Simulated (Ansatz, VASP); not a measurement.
# Nb in VASP and in Ansatz

```
Nb
1.0
     0.00000    3.21951    3.21951
     3.21951    0.00000    3.21951
     3.21951    3.21951    0.00000
Nb
2
Direct
  0.00000 0.00000 0.00000
  0.25000 0.25000 0.25000
```

Alike in both runs: task relaxation of cell and atoms; functional PBE; k mesh 11 × 11 × 11; occupations fermi-dirac, width 0.08 eV; no spin polarisation.

|  | VASP | Ansatz |
| --- | --- | --- |
| version | VASP 6.6.1 | Ansatz 0.2.0 |
| potentials or method | VASP PAW PBE potentials, release 64 (Nb_sv) | PAW with Ansatz's earlier generated frozen-core files (soft_1), scalar-relativistic |
| plane-wave cutoff (eV) | 600 | 420 |
| valence electrons in the cell | 26 | 26 |

|  | VASP | Ansatz | Ansatz less VASP |
| --- | --- | --- | --- |
| relaxed volume (Å³/atom) | 25.83 | 25.84 | +0.011 |
| relaxed length of the cell vector where the two differ most in proportion (Å) | 4.180 | 4.181 | +0.0006 |

Noted on VASP's run: the volume moved by over 15 % at a fixed basis, so the end points are rough.
